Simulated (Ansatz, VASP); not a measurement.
One calculation of Si, two programs

```
Si
1.0
     0.00000    2.72212    2.72212
     2.72212    0.00000    2.72212
     2.72212    2.72212    0.00000
Si
2
Cartesian
  1.3611 1.3611 1.3611
  0.0000 0.0000 0.0000
```

Alike in both runs: task single point; functional PBE0; k mesh 6 × 6 × 6; no spin polarisation.

|  | VASP | Ansatz |
| --- | --- | --- |
| version | VASP 6.6.1 | Ansatz 0.2.0 |
| potentials or method | VASP PAW PBE potentials, release 64 (Si) | plane waves, PAW |
| plane-wave cutoff (eV) | 520 | 420 |
| occupations | gaussian, width 0.01 eV | fixed |
| valence electrons in the cell | 8 | 8 |

|  | VASP | Ansatz | Ansatz less VASP |
| --- | --- | --- | --- |
| gap on the k mesh at the Fermi level (eV) | 1.99 | 1.95 | -0.036 |
| pressure (GPa) | -0.7 | -0.4 | +0.36 |

Ansatz's warnings: stress exchange threshold loose, stress scf threshold loose.
